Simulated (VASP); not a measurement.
BN, 4 atoms in the cell. It takes space group P3m1 (No. 156, trigonal). The conventional cell has a = 2.544 Å, b = 2.544 Å, c = 4.208 Å, α = 90.00°, β = 90.00°, γ = 120.00°. B (site symmetry 3m) has 4 N at 1.57 to 1.70 Å within 2.1 Å. B (site symmetry 3m) has 4 N at 1.45 to 1.55 Å within 1.9 Å. Within 2.1 Å of N (site symmetry 3m) lie 4 B at 1.55 to 1.70 Å. Within 1.9 Å of N (site symmetry 3m) lie 4 B at 1.45 to 1.57 Å.  This cell differs from its parent crystal: atoms displaced along a vibrational mode.

* Program: VASP 6.6.1
* Task: single point
* Functional: r2SCAN
* Potentials or basis: VASP PAW PBE potentials, release 64 (B_h, N_h)
* Cutoff: 1460 eV
* k mesh: 12 × 12 × 6
* Occupations: gaussian, width 0.05 eV
* Spin: no spin polarisation
* Dipole correction: no
* Further INCAR settings: ALGO = Normal; EDIFF = 1e-06; NBANDS = 16

Potentials or basis: VASP PAW PBE potentials, release 64 (B_h, N_h).

Run with:

```console
$ cat potpaw_PBE.64/B_h/POTCAR potpaw_PBE.64/N_h/POTCAR > POTCAR
$ cp INCAR.step1 INCAR
$ mpirun -np 1 vasp_std > vasp.out
$ cp INCAR.step2 INCAR
$ mpirun -np 1 vasp_std > vasp.out
```

Hardware: 1 thread of Intel(R) Xeon(R) Platinum 8259CL CPU @ 2.50GHz (Skylake/Cascade Lake), with other jobs on the host.

**Question.** Estimate the wall time of this run.

**Answer.** It took 6.1 min on 1 thread of Intel(R) Xeon(R) Platinum 8259CL CPU @ 2.50GHz (Skylake/Cascade Lake), on a shared host, peak memory 0.33 GiB. Counts: k points 100.
